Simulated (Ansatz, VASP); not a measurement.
## CdTe: VASP beside Ansatz

File INCAR:

```
PREC = Accurate ; ENCUT = 520
EDIFF = 1E-7 ; ISMEAR = -1
SIGMA = 0.05 ; LREAL = F
LASPH = T ; NELM = 100
ALGO = Normal ; ISIF = 2
LWAVE = F ; LCHARG = F
GGA = RE ; IVDW = 13
NBANDS = 16
```

KPOINTS

```
Automatic mesh
0
Gamma
  7 7 7
```

The input POSCAR:

```
CdTe
1.0
    0.0000000000      3.2678590959      3.2678590959
    3.2678590959      0.0000000000      3.2678590959
    3.2678590959      3.2678590959      0.0000000000
Te Cd
1 1
Direct
    0.7500000000      0.7500000000      0.7500000000
    0.0000000000      0.0000000000      0.0000000000
```

The input input.yaml:

```yaml
crystal:
  lattice:
    - [0.0, 3.2678590959, 3.2678590959]
    - [3.2678590959, 0.0, 3.2678590959]
    - [3.2678590959, 3.2678590959, 0.0]
  atoms:
    - { symbol: Te, position: [0.75, 0.75, 0.75] }
    - { symbol: Cd, position: [0.0, 0.0, 0.0] }
hamiltonian:
  xc: revpbe
  pseudopotentials: { kind: paw }
  dispersion: d4
kpoints:
  mp_grid: { grid: [7, 7, 7] }
scf:
  occupations: { method: fermi_dirac, width: 0.05 }
output:
  forces: true
  stress: true
  eigenvalues: true
  write_density: true
  write_potential: true
  elf: true
  volumetric_format: npy
```

Alike in both runs: task single point; functional revPBE; dispersion D4; k mesh 7 × 7 × 7; occupations fermi-dirac, width 0.05 eV; no spin polarisation.

```csv
,VASP,Ansatz
version,VASP 6.6.1,Ansatz 0.2.0
potentials or method,"VASP PAW PBE potentials, release 64 (Te, Cd)",Ansatz PAW
plane-wave cutoff (eV),520,420
valence electrons in the cell,18,36
```

Ansatz gave:

- gap on the k mesh at the Fermi level (eV): 0.81
- least direct gap on the mesh (eV): 0.81
- pressure (GPa): -0.4

**Question.** What did VASP give for the same quantities?

**Answer.** gap on the k mesh at the Fermi level (eV): 0.81; least direct gap on the mesh (eV): 0.81; pressure (GPa): -0.3.

VASP's potentials were made for PBE, not for revPBE. VASP's potentials hold 18 valence electrons a cell and Ansatz's 36, so a difference there can come from the potentials and not from the codes.

Neither program's run includes spin-orbit coupling. Noted on Ansatz's run: odd divisions of the mesh miss points on the zone boundary, where band edges often lie, so the gap on the mesh can be too wide.
